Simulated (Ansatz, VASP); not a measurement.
## BaTiO3 in VASP and in Ansatz

```
Ba Ti O
1.0
     4.06003    0.00000    0.00000
     0.00000    4.06003    0.00000
     0.00000    0.00000    4.06003
Ba Ti O
1 1 3
Direct
  0.50000 0.50000 0.50000
  0.00000 0.00000 0.00000
  0.50000 0.00000 0.00000
  0.00000 0.50000 0.00000
  0.00000 0.00000 0.50000
```

Change from the starting cell: volume scaled by 1.04.

Alike in both runs: task single point; functional PBE; k mesh 8 × 8 × 8; occupations fermi-dirac, width 0.05 eV; no spin polarisation.

```csv
,VASP,Ansatz
version,VASP 6.6.1,Ansatz 0.2.0
potentials or method,"VASP PAW PBE potentials, release 64 (Ba_sv, Ti_sv, O), cutoff 520 eV","all-electron LAPW, scalar-relativistic"
```

```csv
,VASP,Ansatz,Ansatz less VASP
pressure (GPa),-3.1,-4.6,-1.50
```

Ansatz ran all-electron here, and VASP with PAW potentials.

Spin-orbit coupling is off throughout.
